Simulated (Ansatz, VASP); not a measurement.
SiO2 in VASP and in Ansatz

```
CELL_PARAMETERS angstrom
-1.70222 1.70222 4.35813
1.70222 -1.70222 4.35813
1.70222 1.70222 -4.35813
ATOMIC_POSITIONS crystal
Si 0.00000 0.00000 0.00000
Si 0.75000 0.25000 0.50000
O 0.95530 0.45530 0.50000
O 0.20530 0.20530 0.00000
O 0.54470 0.04470 0.50000
O 0.79470 0.79470 0.00000
```

Alike in both runs: task relaxation of cell and atoms; functional PBE; k mesh 8 × 8 × 8; occupations gaussian, width 0.1 eV; no spin polarisation.

|  | VASP | Ansatz |
| --- | --- | --- |
| version | VASP 6.6.1 | Ansatz 0.2.0 |
| potentials or method | VASP PAW PBE potentials, release 64 (Si, O), cutoff 600 eV | scalar-relativistic, plane waves, PAW |
| valence electrons in the cell | 32 | 32 |

|  | VASP | Ansatz | Ansatz less VASP |
| --- | --- | --- | --- |
| gap on the k mesh at the Fermi level, each at its own relaxed structure (eV) | 5.81 | 5.82 | +0.012 |
| relaxed volume (Å³/atom) | 8.83 | 8.83 | 0.000 |
| relaxed length of the cell vector where the two differ most in proportion (Å) | 4.937 | 4.936 | -0.0005 |
